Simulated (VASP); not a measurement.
CsPbCl3: single point with PBEsol

The system is CsPbCl3.

```
Cs Pb Cl
1.0
     4.12220    2.20791    3.24380
    -4.12220    2.20791    3.24380
     0.00000   -4.41582    3.24380
Cs Pb Cl
1 1 3
Direct
  0.50000 0.50000 0.50000
  0.00000 0.00000 0.00000
  0.50000 0.00017 0.99983
  0.00017 0.99983 0.50000
  0.99983 0.50000 0.00017
```

This cell differs from its parent crystal: strain +0.0375 x Voigt [1, -1, 0, 0, 0, 0].

| Quantity | Value |
| --- | --- |
| Program | VASP 6.6.1 |
| Task | single point |
| Functional | PBEsol |
| Potentials or basis | VASP PAW PBE potentials, release 64 (Cs_sv, Pb_d, Cl) |
| Cutoff | 520 eV |
| k mesh | 6 × 6 × 6 |
| Occupations | gaussian, width 0.05 eV |
| Spin | no spin polarisation |

* Pressure: 0.1 GPa
* Band gap on the k mesh: 1.61 eV

Stress tensor (GPa, compression positive):
```
-0.89  0.00  0.00
 0.00  0.99 -0.79
 0.00 -0.79  0.09
```

Levels at points of the mesh, in eV from the valence-band top:
```csv
k point,band 18,band 19,band 20,band 21,band 22,band 23,band 24,band 25,band 26,band 27
"(0.00, 0.00, 0.00)",-2.65,-2.59,-2.49,-2.46,-2.38,3.23,4.18,4.29,5.02,5.16
"(0.50, 0.00, 0.00)",-2.66,-2.66,-2.64,-2.54,-1.76,2.86,4.57,4.99,5.18,5.48
"(0.50, 0.50, 0.00)",-2.76,-2.71,-2.70,-2.17,-0.97,2.33,2.48,5.24,5.31,5.58
"(0.00, 0.00, 0.50)",-2.79,-2.71,-2.67,-2.47,-1.50,3.04,4.68,4.84,5.17,5.37
"(0.50, 0.00, 0.50)",-2.77,-2.76,-2.72,-2.17,-0.73,2.26,2.59,4.64,5.33,5.71
"(0.50, 0.50, 0.50)",-2.71,-2.17,-2.15,-2.14,0.00,1.61,1.83,2.03,5.02,5.45
```

It took 2.9 min on 1 thread of Intel(R) Xeon(R) Platinum 8488C (Sapphire Rapids), with other jobs on the host, peak memory 0.47 GiB.

Caveat: the cell differs from its parent crystal (strain +0.0375 x Voigt [1, -1, 0, 0, 0, 0]); the PAW data sets were made with another functional, which shifts forces and pressure a little; spin-orbit coupling is left out, which moves the levels of the heavy elements. A k mesh can miss the band edges.
